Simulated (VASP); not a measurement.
Input of a VASP 6.6.1 run:

The input INCAR:

```
SYSTEM = K
ALGO = Normal
EDIFF = 1E-6
ENCUT = 520
GGA = RP
ISIF = 2
ISMEAR = -1
LASPH = .True.
LCHARG = .True.
LELF = .True.
LREAL = .False.
LVHAR = .True.
LWAVE = .False.
NBANDS = 10
NELM = 80
PREC = Accurate
SIGMA = 0.1
```

KPOINTS

```
k-points
0
Gamma
  14 14 14
  0 0 0
```

Contents of POSCAR:

```
K
1.0
   -2.6444628552      2.6444628552      2.6444628552
    2.6444628552     -2.6444628552      2.6444628552
    2.6444628552      2.6444628552     -2.6444628552
K
1
Direct
    0.0000000000      0.0000000000      0.0000000000
```

Potentials or basis: VASP PAW PBE potentials, release 64 (K_sv).

Launch:

```sh
$ cat potpaw_PBE.64/K_sv/POTCAR > POTCAR
$ mpirun -np 1 vasp_std > vasp.out
```

What does it give for the pressure?

0.3 GPa.

Caveat: the PAW data sets were made with another functional, which shifts forces and pressure a little.
